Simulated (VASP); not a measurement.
# Re (Pm-3m) in VASP: further runs, part 2 of 2

VASP 6.6.1.

## Step 3: Single point, LDA

Input file INCAR:

```
PREC = Accurate
ENCUT = 520
EDIFF = 1E-7
ISMEAR = 1
SIGMA = 0.1
LREAL = False
LASPH = True
NELM = 100
ALGO = Normal
ISIF = 2
LWAVE = False
LCHARG = False
NBANDS = 10
```

Input file KPOINTS:

```
regular mesh
0
Gamma
  10 10 10
```

Input file POSCAR:

```
Re
1.0
    2.5355119118      0.0000000000      0.0000000000
    0.0000000000      2.5355119118      0.0000000000
    0.0000000000      0.0000000000      2.5355119118
Re
1
Direct
    0.0000000000      0.0000000000      0.0000000000
```

Potentials or basis: VASP PAW LDA potentials, release 64 (Re).

Command:

```sh
$ cat potpaw_LDA.64/Re/POTCAR > POTCAR
$ mpirun -np 1 vasp_std > vasp.out
```

OUTCAR:

```text
PREC = Accurate
   ENCUT = 520
   EDIFF = 1E-7
   ISMEAR = 1
   LREAL = False
   LASPH = True
   NELM = 100
   ISIF = 2

 ion  position               nearest neighbor table
   1  0.000  0.000  0.000-

  LATTYP: Found a simple cubic cell.
 ALAT       =     2.5355119118

  Lattice vectors:

 A1 = (   2.5355119118,   0.0000000000,   0.0000000000)
 A2 = (   0.0000000000,   2.5355119118,   0.0000000000)
 A3 = (   0.0000000000,   0.0000000000,   2.5355119118)

Analysis of symmetry for initial positions (statically):
=====================================================================
 Subroutine PRICEL returns:
 Original cell was already a primitive cell.

 Routine SETGRP: Setting up the symmetry group for a
 simple cubic supercell.

 Subroutine GETGRP returns: Found 48 space group operations
 (whereof 48 operations were pure point group operations)
 out of a pool of 48 trial point group operations.

The static configuration has the point symmetry O_h .

Analysis of symmetry for dynamics (positions and initial velocities):
=====================================================================
 Subroutine PRICEL returns:
 Original cell was already a primitive cell.

 Routine SETGRP: Setting up the symmetry group for a
 simple cubic supercell.

 Subroutine GETGRP returns: Found 48 space group operations
 (whereof 48 operations were pure point group operations)
 out of a pool of 48 trial point group operations.

The dynamic configuration has the point symmetry O_h .

 Subroutine INISYM returns: Found 48 space group operations
 (whereof 48 operations are pure point group operations),
 and found     1 'primitive' translations

----------------------------------------------------------------------------------------

                                     Primitive cell

  volume of cell :      16.3004

  direct lattice vectors                    reciprocal lattice vectors
     2.535511912  0.000000000  0.000000000     0.394397674  0.000000000  0.000000000
     0.000000000  2.535511912  0.000000000     0.000000000  0.394397674  0.000000000
     0.000000000  0.000000000  2.535511912     0.000000000  0.000000000  0.394397674

  length of vectors
     2.535511912  2.535511912  2.535511912     0.394397674  0.394397674  0.394397674

  position of ions in fractional coordinates (direct lattice)
     0.000000000  0.000000000  0.000000000

  ion indices of the primitive-cell ions
   primitive index   ion index
                 1           1

----------------------------------------------------------------------------------------

 KPOINTS: regular mesh

Automatic generation of k-mesh.
 Grid dimensions read from file:
 generate k-points for:   10   10   10

 Generating k-lattice:

  Cartesian coordinates                     Fractional coordinates (reciprocal lattice)
     0.039439767  0.000000000  0.000000000     0.100000000  0.000000000  0.000000000
     0.000000000  0.039439767  0.000000000     0.000000000  0.100000000  0.000000000
     0.000000000  0.000000000  0.039439767     0.000000000  0.000000000  0.100000000

  Length of vectors
     0.039439767  0.039439767  0.039439767

  Shift w.r.t. Gamma in fractional coordinates (k-lattice)
     0.000000000  0.000000000  0.000000000

 Subroutine IBZKPT returns following result:
 ===========================================

 Found     56 irreducible k-points:

 Following reciprocal coordinates:
            Coordinates               Weight
  0.000000  0.000000  0.000000      1.000000
  0.100000  0.000000  0.000000      6.000000
  0.200000  0.000000  0.000000      6.000000
  0.300000  0.000000  0.000000      6.000000
  0.400000  0.000000  0.000000      6.000000
  0.500000  0.000000  0.000000      3.000000
[... 16 lines left out ...]
  0.200000  0.100000  0.100000     24.000000
  0.300000  0.100000  0.100000     24.000000
 [... further k-points ...]
   k-points           NKPTS =     56   k-points in BZ     NKDIM =     56   number of bands    NBANDS=     10
   number of dos      NEDOS =    301   number of ions     NIONS =      1
   total plane-waves  NPLWV =   8000
   dimension x,y,z NGX =    20 NGY =   20 NGZ =   20
   dimension x,y,z NGXF=    40 NGYF=   40 NGZF=   40
   ions per type =               1
   NGX,Y,Z   is equivalent  to a cutoff of  13.11, 13.11, 13.11 a.u.
   NGXF,Y,Z  is equivalent  to a cutoff of  26.23, 26.23, 26.23 a.u.
 SYSTEM =  unknown system
   PREC   = accura    normal or accurate (medium, high low for compatibility)
   ISTART =      0    job   : 0-new  1-cont  2-samecut
   ICHARG =      2    charge: 1-file 2-atom 10-const
   ISPIN  =      1    spin polarized calculation?
   LNONCOLLINEAR =      F non collinear calculations
   LSORBIT =      F    spin-orbit coupling
   LASPH  =      T    aspherical Exc in radial PAW
   ENCUT  =  520.0 eV  38.22 Ry    6.18 a.u.   4.71  4.71  4.71*2*pi/ulx,y,z
   NELM   =    100;   NELMIN=  2; NELMDL= -5     # of ELM steps
   EDIFF  = 0.1E-06   stopping-criterion for ELM
   LREAL  =      F    real-space projection
   EDIFFG = 0.1E-05   stopping-criterion for IOM
   NSW    =      0    number of steps for IOM
   IBRION =     -1    ionic relax: 0-MD 1-quasi-New 2-CG
   NFREE  =      0    steps in history (QN), initial steepest desc. (CG)
   ISIF   =      2    stress and relaxation
   ISYM   =      2    0-nonsym 1-usesym 2-fastsym
   POTIM  = 0.5000    time-step for ionic-motion
   TEBEG  =    0.0;   TEEND  =   0.0 temperature during run
   PSTRESS=    0.0 pullay stress
   NELECT =       7.0000    total number of electrons
   NUPDOWN=      -1.0000    fix difference up-down
   EMIN   =  10.00;   EMAX   =-10.00  energy-range for DOS
   EFERMI =   0.00;   METHOD = LEGACY
   ISMEAR =     1;   SIGMA  =   0.10  broadening in eV -4-tet -1-fermi 0-gaus
   EFERMI_NEDOS =   21; number of points for ismear=-14 and -15
   IALGO  =     38    algorithm
   IMIX   =      4    mixing-type and parameters
     AMIX     =   0.40;   BMIX     =  1.00
     AMIX_MAG =   1.60;   BMIX_MAG =  1.00
  volume/ion in A,a.u.               =      16.30       110.00
  Fermi-wavevector in a.u.,A,eV,Ry     =   1.235118  2.334035 20.755919  1.525517
  Thomas-Fermi vector in A             =   2.369781
   LORBIT       =      0    0 simple, 1 ext, 2 COOP (PROOUT), +10 PAW based schemes
   GGA     = CA    functional components
   LHFCALC =     F    Hartree Fock is set to
   AEXX    =    0.0000 exact exchange contribution
   IVDW    =     0    specifies the selected vdW correction
   LEPSILON=     F    determine dielectric tensor
   LRPA    =     F    only Hartree local field effects (RPA)
 non-spin polarized calculation
 Methfessel and Paxton  Order N= 1 SIGMA  =   0.10
  energy-cutoff  :      520.00
  volume of cell :       16.30
 maximum number of plane-waves:       461
 NGX is ok and might be reduce to    20
   NGX =  9   NGY =  9   NGZ =  9

 number of electron       6.9999998 magnetization

 Free energy of the ion-electron system (eV)
  ---------------------------------------------------
  ext. energy  EPLUGINS =         0.00000000
  ---------------------------------------------------
  free energy    TOTEN  =       -12.37803069 eV

  energy without entropy =      -12.37893616  energy(sigma->0) =      -12.37833251

 E-fermi :   7.0266     XC(G=0): -13.1456

 val. band max:        6.9702031059   @ k =   0.5000   0.0000   0.0000
 cond. band min:       7.0386475024   @ k =   0.5000   0.1000   0.0000
 fundamental gap:      0.0684443965
 Fermi energy:         7.0266064686

 k-point     1 :       0.0000    0.0000    0.0000
  band No.  band energies     occupation
      1      -2.3117      2.00000
      2       1.4586      2.00000
      3       1.4586      2.00000
      4      10.8651      0.00000
      5      10.8651      0.00000
      6      10.8651      0.00000
      7      22.9034      0.00000
      8      22.9034      0.00000
      9      22.9034      0.00000
     10      29.2170      0.00000

 k-point     2 :       0.1000    0.0000    0.0000
  band No.  band energies     occupation
      1      -1.9724      2.00000
      2       1.5433      2.00000
      3       1.8409      2.00000
      4      10.3520      0.00000
      5      10.3520      0.00000
      6      10.9033      0.00000
      7      21.2149      0.00000
      8      23.6174      0.00000
      9      23.6174      0.00000
     10      29.8242      0.00000
[... 274 lines left out ...]
 k-point    24 :       0.3000    0.1000    0.1000
  band No.  band energies     occupation
      1       0.5939      2.00000
      2       2.6860      2.00000
      3       4.5068      2.00000
      4       7.4814     -0.00000
      5       8.0250     -0.00000
      6      10.1819      0.00000
      7      17.5985      0.00000
      8      24.8964      0.00000
      9      24.9007      0.00000
     10      27.9499      0.00000

 [... further k-points ...]
[... 5 lines left out ...]
  --------------------------------------------------------------------------------------
  -------------------------------------------------------------------------------------
  Total        0.0518037      0.0518037      0.0518037      0.0000000      0.0000000     -0.0000000
  in kB        5.0918396      5.0918396      5.0918396      0.0000000      0.0000000     -0.0000000
  external PRESSURE =       5.0918396 kB  Pullay stress =       0.0000000 kB

 VOLUME and BASIS-vectors are now :
 -----------------------------------------------------------------------------
  energy-cutoff  :      520.00
  volume of cell :       16.30
      direct lattice vectors                 reciprocal lattice vectors
     2.535511912  0.000000000  0.000000000     0.394397674  0.000000000  0.000000000
     0.000000000  2.535511912  0.000000000     0.000000000  0.394397674  0.000000000
     0.000000000  0.000000000  2.535511912     0.000000000  0.000000000  0.394397674

 POSITION                                       TOTAL-FORCE (eV/Angst)
 -----------------------------------------------------------------------------------
      0.00000      0.00000      0.00000         0.000000      0.000000      0.000000
 -----------------------------------------------------------------------------------
    total drift:                                0.000000      0.000000      0.000000

  FREE ENERGIE OF THE ION-ELECTRON SYSTEM (eV)
  ---------------------------------------------------
  free  energy   TOTEN  =       -12.3780306893 eV

  energy  without entropy=      -12.3789361635  energy(sigma->0) =      -12.37833251
```

stdout:

```text
POSCAR found type information on POSCAR Re
 POSCAR found :  1 types and       1 ions
 scaLAPACK will be used
 LDA part: xc-table for (Slater(with rela. corr.)+CA(PZ))
 , standard interpolation
 POSCAR, INCAR and KPOINTS ok, starting setup
 FFT: planning ... GRIDC
 FFT: planning ... GRID_SOFT
 FFT: planning ... GRID
 WAVECAR not read
 entering main loop
```

It took 3.5 s on 1 thread of Intel Xeon 6975P-C (Granite Rapids), shared host; peak memory 0.12 GiB.

What came out:

```
Free energy : -12.3780 eV
Pressure    : 0.5 GPa
```

Caveat: spin-orbit coupling is left out, which moves the levels of the heavy elements.

## Step 4: Single point, LDA

This run uses another cell than the first one, of 16.06 Å³/atom, 0.985 times its volume.

Input file INCAR:

```
  PREC = Accurate
  ENCUT = 520
  EDIFF = 1E-6
  ISMEAR = 1
  SIGMA = 0.1
  LREAL = F
  LASPH = T
  NELM = 60
  ALGO = Normal
  ISIF = 2
  LWAVE = F
  LCHARG = F
  NBANDS = 10
```

KPOINTS is that of step 3.

Input file POSCAR:

```
Re
1.0
    2.5227704308      0.0000000000      0.0000000000
    0.0000000000      2.5227704308      0.0000000000
    0.0000000000      0.0000000000      2.5227704308
Re
1
Direct
    0.0000000000      0.0000000000      0.0000000000
```

Command:

```sh
$ cat potpaw_LDA.64/Re/POTCAR > POTCAR
$ mpirun -np 1 vasp_std > vasp.out
```

It took 4.6 s on 1 thread of Intel Xeon 6975P-C (Granite Rapids), shared host; peak memory 0.12 GiB.

Results (log left out):

* Free energy: -12.3736 eV
* Pressure: 5.2 GPa

Levels at points of the mesh, in eV from the Fermi level:
| k point | band 1 | band 2 | band 3 | band 4 | band 5 | band 6 | band 7 |
| --- | --- | --- | --- | --- | --- | --- | --- |
| (0.00, 0.00, 0.00) | -9.44 | -5.68 | -5.68 | 3.93 | 3.93 | 3.93 | 16.01 |
| (0.50, 0.00, 0.00) | -5.95 | -4.68 | -0.86 | -0.07 | -0.07 | 4.35 | 9.20 |
| (0.50, 0.50, 0.00) | -6.80 | -3.97 | 0.73 | 0.73 | 5.15 | 5.15 | 6.84 |
| (0.50, 0.50, 0.50) | -5.11 | -5.11 | -5.11 | 7.14 | 7.14 | 7.97 | 12.53 |

Caveat: spin-orbit coupling is left out, which moves the levels of the heavy elements.

## Step 5: Single point, LDA

This run uses another cell than the first one, of 16.54 Å³/atom, 1.015 times its volume.

Input file INCAR:

```
SYSTEM = Re
ALGO = Normal ; EDIFF = 1E-6
ENCUT = 520 ; GGA = CA
ISIF = 2 ; ISMEAR = 1
LASPH = .TRUE. ; LCHARG = .TRUE.
LELF = .TRUE. ; LREAL = .FALSE.
LVHAR = .TRUE. ; LWAVE = .FALSE.
NBANDS = 10 ; NELM = 80
PREC = Accurate ; SIGMA = 0.1
```

Input file KPOINTS:

```
k-points
0
G
  10 10 10
  0 0 0
```

Input file POSCAR:

```
Re
1.0
    2.5481266065      0.0000000000      0.0000000000
    0.0000000000      2.5481266065      0.0000000000
    0.0000000000      0.0000000000      2.5481266065
Re
1
Direct
    0.0000000000      0.0000000000      0.0000000000
```

Command:

```sh
$ cat potpaw_LDA.64/Re/POTCAR > POTCAR
$ mpirun -np 1 vasp_std > vasp.out
```

Wall time 3.6 s (1 thread of Intel Xeon 6975P-C (Granite Rapids), shared host); peak memory 0.12 GiB.

The run converged. Its results:

- Free energy: -12.3756 eV
- Pressure: -3.8 GPa

Levels at points of the mesh, in eV from the Fermi level:
| k point | band 1 | band 2 | band 3 | band 4 | band 5 | band 6 | band 7 |
| --- | --- | --- | --- | --- | --- | --- | --- |
| (0.00, 0.00, 0.00) | -9.24 | -5.46 | -5.46 | 3.75 | 3.75 | 3.75 | 15.74 |
| (0.50, 0.00, 0.00) | -5.81 | -4.50 | -0.82 | -0.05 | -0.05 | 4.15 | 8.82 |
| (0.50, 0.50, 0.00) | -6.51 | -3.87 | 0.70 | 0.70 | 5.01 | 5.01 | 6.53 |
| (0.50, 0.50, 0.50) | -4.89 | -4.89 | -4.89 | 6.82 | 6.82 | 8.07 | 12.12 |

Caveat: spin-orbit coupling is left out, which moves the levels of the heavy elements.

## Step 6: The runs side by side

```csv
cell,gap on the mesh (eV),pressure (GPa)
"a = 2.536 Å, 1 atom",none,0.5
"a = 2.523 Å, 1 atom",none,5.2
"a = 2.548 Å, 1 atom",none,-3.8
```

Alike in all rows: task single point; level LDA; potentials or basis VASP PAW LDA potentials, release 64 (Re); no spin polarisation; k mesh 10 × 10 × 10; cutoff (eV) 520; smearing methfessel-paxton 0.1 eV.

Caveats: spin-orbit coupling is left out, which moves the levels of the heavy elements.

Absolute energies hang on the potentials; compare differences alone.
